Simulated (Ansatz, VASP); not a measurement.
# Two plane-wave programs on SiC

The input INCAR:

```
ALGO = Normal ; EDIFF = 1E-6
ENCUT = 600 ; GGA = PE
GGA_COMPAT = F ; ISIF = 2
ISMEAR = 0 ; LASPH = T
LCHARG = T ; LELF = T
LREAL = F ; LVHAR = T
LWAVE = F ; NBANDS = 11
NELM = 120 ; PREC = Accurate
SIGMA = 0.1
```

KPOINTS

```
k-points
0
Gamma
  8 8 8
```

File POSCAR:

```
SiC
1.0
    0.0000000000      2.1800000000      2.1800000000
    2.1800000000      0.0000000000      2.1800000000
    2.1800000000      2.1800000000      0.0000000000
Si C
1 1
Direct
    0.0000000000      0.0000000000      0.0000000000
    0.2500000000      0.2500000000      0.2500000000
```

Input for Ansatz:

```yaml
crystal:
  lattice:
    - [0.0, 2.18, 2.18]
    - [2.18, 0.0, 2.18]
    - [2.18, 2.18, 0.0]
  atoms:
    - { symbol: Si, position: [0.0, 0.0, 0.0] }
    - { symbol: C, position: [0.25, 0.25, 0.25] }
basis:
  ecutwfc: 420
kpoints:
  mp_grid: { grid: [8, 8, 8] }
hamiltonian:
  xc: pbe
  pseudopotentials: { kind: paw, azcp: { folder: soft_1 } }
scf:
  occupations: { method: gaussian, width: 0.1 }
output:
  forces: true
  stress: true
  eigenvalues: true
```

Alike in both runs: task single point; functional PBE; k mesh 8 × 8 × 8; occupations gaussian, width 0.1 eV; no spin polarisation.

|  | VASP | Ansatz |
| --- | --- | --- |
| version | VASP 6.6.1 | Ansatz 0.2.0 |
| potentials or method | VASP PAW PBE potentials, release 64 (Si, C), cutoff 600 eV | scalar-relativistic, plane waves, PAW |
| valence electrons in the cell | 8 | 8 |

```csv
,VASP,Ansatz,Ansatz less VASP
gap on the k mesh at the Fermi level (eV),1.36,1.36,+0.003
least direct gap on the mesh (eV),4.54,4.55,+0.008
pressure (GPa),2.8,3.0,+0.19
```
